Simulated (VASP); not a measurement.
Runs of VASP 6.6.1 on Na. The structure is that of space group P6_3/mmc (No. 194), or close to it. The cells are those of the table. 

```tsv
task	level	cell	k mesh	cutoff (eV)	smearing	gap on the mesh (eV)	pressure (GPa)
single point	PBEsol	a = 3.716, b = 3.716, c = 6.071 Å, angles 90.0, 90.0, 120.0°, 2 atoms	8 × 8 × 5	520	fermi-dirac 0.05 eV	none	0.0
single point	r2SCAN	a = 3.792, b = 3.792, c = 6.195 Å, angles 90.0, 90.0, 120.0°, 2 atoms	8 × 8 × 5	520	fermi-dirac 0.05 eV	none	-0.1
relaxation of cell and atoms	PBEsol+D3(BJ)	relaxed from a = 3.767, b = 3.767, c = 6.154 Å, angles 90.0, 90.0, 120.0°, 2 atoms	8 × 8 × 5	600	fermi-dirac 0.05 eV	none	0.0
single point	PBEsol	a = 3.767, b = 3.767, c = 6.154 Å, angles 90.0, 90.0, 120.0°, 2 atoms	7 × 7 × 4	520	methfessel-paxton 0.01 eV	none	(a)
single point	PBEsol	a = 3.738, b = 3.738, c = 5.997 Å, angles 90.0, 90.0, 120.0°, 2 atoms	8 × 8 × 5	520	fermi-dirac 0.05 eV	none	0.0
```

Alike in all rows: potentials or basis VASP PAW PBE potentials, release 64 (Na_pv); no spin polarisation.

Q: Estimate the missing entries.

A: (a) -0.3.

Caveats: the PAW data sets were made with another functional, which shifts forces and pressure a little; pairwise dispersion overbinds metals, which lowers pressure and volume (some runs).

A gap of «none» marks levels without a gap at the run's occupations.
